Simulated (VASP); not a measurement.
# Ir (Fm-3m) in VASP: single point with r2SCAN

Aim: the single point of Ir with r2SCAN.

All numbers are computed with VASP 6.6.1; they aren't measurements. Logs are shortened: lines on timing, memory, paths and dates and some standing lists are left out, and cuts for length are marked.

## Step 1: The cell of the first run

The structure is cubic, space group Fm-3m (No. 225). The conventional cell has a = 3.846 Å, b = 3.846 Å, c = 3.846 Å, α = 90.00°, β = 90.00°, γ = 90.00°. Within 3.6 Å of Ir (site symmetry m-3m) lie 12 Ir at 2.72 Å.

## Step 2: Single point, r2SCAN

POSCAR

```
Ir
1.0
    0.0000000000      1.9228532932      1.9228532932
    1.9228532932      0.0000000000      1.9228532932
    1.9228532932      1.9228532932      0.0000000000
Ir
1
Direct
    0.0000000000      0.0000000000      0.0000000000
```

INCAR.step1

```
  PREC = Accurate
  ENCUT = 620
  ISMEAR = -1
  SIGMA = 0.1
  LREAL = False
  LASPH = True
  NELM = 120
  NBANDS = 14
  GGA = PE
  ALGO = Normal
  EDIFF = 1E-5
  LWAVE = True
  LCHARG = False
  GGA_COMPAT = False
```

INCAR.step2

```
  PREC = Accurate
  ENCUT = 620
  EDIFF = 1E-6
  ISMEAR = -1
  SIGMA = 0.1
  LREAL = False
  LASPH = True
  NELM = 120
  ALGO = Normal
  ISIF = 2
  LWAVE = False
  LCHARG = False
  METAGGA = R2SCAN
  LMIXTAU = True
  NBANDS = 14
  ISTART = 1
  GGA_COMPAT = False
```

KPOINTS

```
Automatic mesh
0
Gamma
  19 19 19
```

Potentials or basis: VASP PAW PBE potentials, release 64 (Ir_sv_GW).

On the command line:

```sh
$ cat potpaw_PBE.64/Ir_sv_GW/POTCAR > POTCAR
$ cp INCAR.step1 INCAR
$ mpirun -np 1 vasp_std > vasp.out
$ cp INCAR.step2 INCAR
$ mpirun -np 1 vasp_std > vasp.out
```

OUTCAR:

```text
PREC = Accurate
   ENCUT = 620
   EDIFF = 1E-6
   ISMEAR = -1
   LREAL = False
   LASPH = True
   NELM = 120
   ISIF = 2
   METAGGA = R2SCAN
   ISTART = 1

 ion  position               nearest neighbor table
   1  0.000  0.000  0.000-

  LATTYP: Found a face centered cubic cell.
 ALAT       =     3.8457065864

  Lattice vectors:

 A1 = (   0.0000000000,   1.9228532932,   1.9228532932)
 A2 = (   1.9228532932,   0.0000000000,   1.9228532932)
 A3 = (   1.9228532932,   1.9228532932,   0.0000000000)

Analysis of symmetry for initial positions (statically):
=====================================================================
 Subroutine PRICEL returns:
 Original cell was already a primitive cell.

 Routine SETGRP: Setting up the symmetry group for a
 face centered cubic supercell.

 Subroutine GETGRP returns: Found 48 space group operations
 (whereof 48 operations were pure point group operations)
 out of a pool of 48 trial point group operations.

The static configuration has the point symmetry O_h .

Analysis of symmetry for dynamics (positions and initial velocities):
=====================================================================
 Subroutine PRICEL returns:
 Original cell was already a primitive cell.

 Routine SETGRP: Setting up the symmetry group for a
 face centered cubic supercell.

 Subroutine GETGRP returns: Found 48 space group operations
 (whereof 48 operations were pure point group operations)
 out of a pool of 48 trial point group operations.

The dynamic configuration has the point symmetry O_h .

 Subroutine INISYM returns: Found 48 space group operations
 (whereof 48 operations are pure point group operations),
 and found     1 'primitive' translations

----------------------------------------------------------------------------------------

                                     Primitive cell

  volume of cell :      14.2190

  direct lattice vectors                    reciprocal lattice vectors
     0.000000000  1.922853293  1.922853293    -0.260030238  0.260030238  0.260030238
     1.922853293  0.000000000  1.922853293     0.260030238 -0.260030238  0.260030238
     1.922853293  1.922853293  0.000000000     0.260030238  0.260030238 -0.260030238

[... 84 lines left out ...]
   NSW    =      0    number of steps for IOM
   IBRION =     -1    ionic relax: 0-MD 1-quasi-New 2-CG
   NFREE  =      0    steps in history (QN), initial steepest desc. (CG)
   ISIF   =      2    stress and relaxation
   ISYM   =      2    0-nonsym 1-usesym 2-fastsym
   POTIM  = 0.5000    time-step for ionic-motion
   TEBEG  =    0.0;   TEEND  =   0.0 temperature during run
   PSTRESS=    0.0 pullay stress
   NELECT =      17.0000    total number of electrons
   NUPDOWN=      -1.0000    fix difference up-down
   EMIN   =  10.00;   EMAX   =-10.00  energy-range for DOS
   EFERMI =   0.00;   METHOD = LEGACY
   ISMEAR =    -1;   SIGMA  =   0.10  broadening in eV -4-tet -1-fermi 0-gaus
   EFERMI_NEDOS =   21; number of points for ismear=-14 and -15
   IALGO  =     38    algorithm
   IMIX   =      4    mixing-type and parameters
     AMIX     =   0.40;   BMIX     =  1.00
     AMIX_MAG =   1.60;   BMIX_MAG =  1.00
  volume/ion in A,a.u.               =      14.22        95.95
  Fermi-wavevector in a.u.,A,eV,Ry     =   1.737541  3.283476 41.076638  3.019048
  Thomas-Fermi vector in A             =   2.810745
   LORBIT       =      0    0 simple, 1 ext, 2 COOP (PROOUT), +10 PAW based schemes
   METAGGA = R2SCAN    functional components
   LHFCALC =     F    Hartree Fock is set to
   AEXX    =    0.0000 exact exchange contribution
   IVDW    =     0    specifies the selected vdW correction
   LEPSILON=     F    determine dielectric tensor
   LRPA    =     F    only Hartree local field effects (RPA)
 non-spin polarized calculation
  energy-cutoff  :      620.00
  volume of cell :       14.22
 maximum number of plane-waves:       531
 NGX is ok and might be reduce to    24
   NGX = 11   NGY = 11   NGZ = 11

 number of electron      17.0000000 magnetization

 Free energy of the ion-electron system (eV)
  ---------------------------------------------------
  ext. energy  EPLUGINS =         0.00000000
  ---------------------------------------------------
  free energy    TOTEN  =       -52.91900095 eV

  energy without entropy =      -52.88561811  energy(sigma->0) =      -52.90230953

 E-fermi :  12.5442     XC(G=0): -15.8604

 val. band max:       12.5419630358   @ k =   0.3158   0.2105   0.1053
 cond. band min:      12.5543117174   @ k =   0.3158   0.2632   0.0526
 fundamental gap:      0.0123486816
 Fermi energy:        12.5442011532

 k-point     1 :       0.0000    0.0000    0.0000
  band No.  band energies     occupation
      1     -82.4740      2.00000
      2     -38.2727      2.00000
      3     -38.2727      2.00000
      4     -38.2727      2.00000
      5       1.1188      2.00000
      6       8.6008      2.00000
      7       8.6008      2.00000
      8       8.6008      2.00000
      9      11.2873      1.99999
     10      11.2873      1.99999
     11      26.8447      0.00000
     12      32.6149      0.00000
     13      32.6149      0.00000
     14      32.6149      0.00000
[... 377 lines left out ...]
      1     -82.4289      2.00000
      2     -38.7753      2.00000
      3     -38.3684      2.00000
      4     -38.3340      2.00000
      5       3.8552      2.00000
      6       8.1336      2.00000
      7       8.9420      2.00000
      8       9.0341      2.00000
      9      11.3822      1.99998
     10      12.2639      1.88569
     11      26.0580      0.00000
     12      29.3891      0.00000
     13      35.3101      0.00000
     14      36.5025      0.00000

 [... further k-points ...]

------------------------ aborting loop because EDIFF is reached ----------------------------------------

  FORCE on cell =-STRESS in cart. coord.  units (eV):
  Direction    XX          YY          ZZ          XY          YZ          ZX
  --------------------------------------------------------------------------------------
  -------------------------------------------------------------------------------------
  Total       -0.0848309     -0.0848309     -0.0848309     -0.0000000     -0.0000000      0.0000000
  in kB       -9.5586414     -9.5586414     -9.5586414     -0.0000000     -0.0000000      0.0000000
  external PRESSURE =      -9.5586414 kB  Pullay stress =       0.0000000 kB

 VOLUME and BASIS-vectors are now :
 -----------------------------------------------------------------------------
  energy-cutoff  :      620.00
  volume of cell :       14.22
      direct lattice vectors                 reciprocal lattice vectors
     0.000000000  1.922853293  1.922853293    -0.260030238  0.260030238  0.260030238
     1.922853293  0.000000000  1.922853293     0.260030238 -0.260030238  0.260030238
     1.922853293  1.922853293  0.000000000     0.260030238  0.260030238 -0.260030238

 POSITION                                       TOTAL-FORCE (eV/Angst)
 -----------------------------------------------------------------------------------
      0.00000      0.00000      0.00000         0.000000      0.000000      0.000000
 -----------------------------------------------------------------------------------
    total drift:                               -0.000000     -0.000000      0.000000

  FREE ENERGIE OF THE ION-ELECTRON SYSTEM (eV)
  ---------------------------------------------------
  free  energy   TOTEN  =       -52.9190009488 eV

  energy  without entropy=      -52.8856181091  energy(sigma->0) =      -52.90230953
```

OUTCAR.step1:

```text
PREC = Accurate
   ENCUT = 620
   ISMEAR = -1
   LREAL = False
   LASPH = True
   NELM = 120
[... 623 lines left out ...]
 POSITION                                       TOTAL-FORCE (eV/Angst)
 -----------------------------------------------------------------------------------
      0.00000      0.00000      0.00000         0.000000     -0.000000      0.000000
 -----------------------------------------------------------------------------------
    total drift:                               -0.000000     -0.000000     -0.000000

  FREE ENERGIE OF THE ION-ELECTRON SYSTEM (eV)
  ---------------------------------------------------
  free  energy   TOTEN  =        -9.4272955291 eV

  energy  without entropy=       -9.3923517906  energy(sigma->0) =       -9.40982366
```

OSZICAR.step1:

```text
N       E                     dE             d eps       ncg     rms          rms(c)
DAV:   1     0.131276661582E+03    0.13128E+03   -0.12560E+04  6246   0.144E+03
DAV:   2    -0.842454686620E+01   -0.13970E+03   -0.13355E+03  7750   0.429E+02
DAV:   3    -0.105200336696E+02   -0.20955E+01   -0.20846E+01  6820   0.500E+01
DAV:   4    -0.105236763790E+02   -0.36427E-02   -0.36426E-02  7258   0.252E+00
DAV:   5    -0.105236844676E+02   -0.80886E-05   -0.80893E-05  6940   0.115E-01    0.691E+01
DAV:   6    -0.952131184234E+01    0.10024E+01   -0.13582E+00  6430   0.126E+01    0.371E+01
DAV:   7    -0.944394847967E+01    0.77363E-01   -0.41395E-01  7048   0.651E+00    0.652E+00
DAV:   8    -0.942739518837E+01    0.16553E-01   -0.63835E-02  6184   0.314E+00    0.658E-01
DAV:   9    -0.942738754756E+01    0.76408E-05   -0.79621E-04  6940   0.358E-01    0.271E-01
DAV:  10    -0.942729471419E+01    0.92833E-04   -0.14758E-04  6856   0.176E-01    0.205E-01
DAV:  11    -0.942729552912E+01   -0.81493E-06   -0.64692E-06  3314   0.332E-02
   1 F= -.94272955E+01 E0= -.94098237E+01  d E =-.349437E-01
```

Wall time 4.9 min (1 thread of AMD EPYC 7R43 (Zen 3), shared host); peak memory 0.16 GiB.

Results:

```
Free energy            : -52.9190 eV
Pressure               : -1.0 GPa
Band gap on the k mesh : zero (an odd number of electrons rules out a gap without spin polarisation)
```

Caveat: the PAW data sets were made with another functional, which shifts forces and pressure a little; spin-orbit coupling is left out, which moves the levels of the heavy elements.
